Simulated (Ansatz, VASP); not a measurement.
**Ir in VASP and in Ansatz**

The input POSCAR:

```
Ir
1.0
    2.6906838245      0.0000000000      0.0000000000
   -1.3453419122      2.3302005455      0.0000000000
    0.0000000000      0.0000000000      4.3277730178
Ir
2
Direct
    0.6666666667      0.3333333333      0.7500000000
    0.3333333333      0.6666666667      0.2500000000
```

INCAR.step1

```
SYSTEM = Ir
ALGO = Normal
EDIFF = 1E-5
ENCUT = 620
GGA = PE
GGA_COMPAT = .False.
ISMEAR = 0
LASPH = .True.
LCHARG = .False.
LREAL = .False.
LWAVE = .True.
NBANDS = 24
NELM = 120
PREC = Accurate
SIGMA = 0.1
```

INCAR.step2

```
SYSTEM = Ir
ALGO = Normal
EDIFF = 1E-6
ENCUT = 620
GGA_COMPAT = .False.
ISIF = 2
ISMEAR = 0
ISTART = 1
LASPH = .True.
LCHARG = .False.
LMIXTAU = .True.
LREAL = .False.
LWAVE = .False.
METAGGA = R2SCAN
NBANDS = 24
NELM = 120
PREC = Accurate
SIGMA = 0.1
```

The input KPOINTS:

```
k-points
0
Gamma
  6 6 4
  0 0 0
```

Input for Ansatz:

```yaml
crystal:
  lattice:
    - [2.6906838264, 0.0, 0.0]
    - [-1.3453419132, 2.3302005472, 0.0]
    - [0.0, 0.0, 4.3277730203]
  atoms:
    - { symbol: Ir, position: [0.6666666667, 0.3333333333, 0.75] }
    - { symbol: Ir, position: [0.3333333333, 0.6666666667, 0.25] }
basis:
  ecutwfc: 500
kpoints:
  mp_grid: { grid: [6, 6, 4] }
hamiltonian:
  xc: r2scan
scf:
  occupations: { method: gaussian, width: 0.1 }
output:
  forces: true
  stress: true
  eigenvalues: true
```

Alike in both runs: task single point; functional r2SCAN; k mesh 6 × 6 × 4; occupations gaussian, width 0.1 eV; no spin polarisation.

```csv
,VASP,Ansatz
version,VASP 6.6.1,Ansatz 0.2.0
potentials or method,"VASP PAW PBE potentials, release 64 (Ir_sv_GW), cutoff 620 eV","scalar-relativistic, plane waves, PAW"
valence electrons in the cell,34,34
```

```tsv
	VASP	Ansatz	Ansatz less VASP
gap on the k mesh at the Fermi level (eV)	none	none	-
pressure (GPa)	20.2	21.2	+0.98
traceless stress, the component that is largest in VASP (GPa)	-1.84	-1.82	+0.017
```

VASP's potentials were made for PBE, not for r2SCAN. A gap of «none» marks a metal or a gap that the smearing closes.

The k mesh is coarse, so the values compare programs but aren't converged. Neither program's run includes spin-orbit coupling.
